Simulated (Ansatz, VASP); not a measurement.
**SiC in VASP and in Ansatz**

```
Si C
1.0
     3.05636    0.00000    0.00000
    -1.52818    2.64689    0.00000
     0.00000    0.00000    5.01590
Si C
2 2
Direct
  0.33333 0.66667 0.00460
  0.66667 0.33333 0.50460
  0.33333 0.66667 0.38040
  0.66667 0.33333 0.88040
```

Alike in both runs: functional LDA; k mesh 14 × 14 × 8; occupations fermi-dirac, width 0.05 eV; no spin polarisation.

Ansatz relaxed the structure, and its values are those at the end. VASP's run is a single point on that final structure, the one shown.

```csv
,VASP,Ansatz
version,VASP 6.6.1,Ansatz 0.2.0
potentials or method,"VASP PAW LDA potentials, release 64 (Si, C)","PAW with Ansatz's default frozen-core files, scalar-relativistic"
plane-wave cutoff (eV),520,420
valence electrons in the cell,16,16
```

|  | VASP | Ansatz | Ansatz less VASP |
| --- | --- | --- | --- |
| pressure (GPa) | 0.4 | 0.0 | -0.42 |

LDA's correlation is that of Perdew and Zunger in VASP and of Perdew and Wang (1992) in Ansatz.
